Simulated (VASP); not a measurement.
Set up this calculation in VASP 6.6.1, as the native input.

```
Task                   : single point
Functional             : PBEsol
Potentials or basis    : VASP PAW PBE potentials, release 64 (Zn)
Cutoff                 : 520 eV
k mesh                 : 23 × 23 × 11
Occupations            : fermi-dirac, width 0.1 eV
Spin                   : no spin polarisation
Dipole correction      : no
Further INCAR settings : ALGO = Normal; EDIFF = 1e-06; NBANDS = 19
```

The structure of Zn lies in POSCAR:

```
Zn
1.0
    2.6094758735      0.0000000000      0.0000000000
   -1.3047379368      2.2598723971      0.0000000000
    0.0000000000      0.0000000000      4.8000909814
Zn
2
Direct
    0.3333333333      0.6666666667      0.2500000000
    0.6666666667      0.3333333333      0.7500000000
```

One way to write it, as run:

INCAR

```
PREC     = Accurate       # precision mode
ENCUT    = 520            # plane-wave cutoff, eV
EDIFF    = 1E-6           # SCF threshold, eV
ISMEAR   = -1             # smearing method
SIGMA    = 0.1            # smearing width, eV
LREAL    = False          # projectors in reciprocal space
LASPH    = True           # aspherical terms in the spheres
NELM     = 80             # most SCF steps
ALGO     = Normal         # electronic algorithm
ISIF     = 2              # what is computed and relaxed
LWAVE    = False          # write WAVECAR
LCHARG   = False          # write CHGCAR
GGA      = PS             # functional
NBANDS   = 19             # bands
```

KPOINTS

```
regular mesh
0
Gamma
  23 23 11
```

Potentials or basis: VASP PAW PBE potentials, release 64 (Zn).

Launch:

```console
$ cat potpaw_PBE.64/Zn/POTCAR > POTCAR
$ mpirun -np 1 vasp_std > vasp.out
```

It gave:

The pressure is 0.5 GPa and the band gap on the k mesh is zero (band 12 reaches 5.17 eV, above the bottom of band 13 at 0.60 eV).

Caveat: the PAW data sets were made with another functional, which shifts forces and pressure a little.

Wall time 54 s on 1 thread of Intel(R) Xeon(R) 6975P-C (Granite Rapids), with other jobs on the host, peak memory 0.24 GiB.
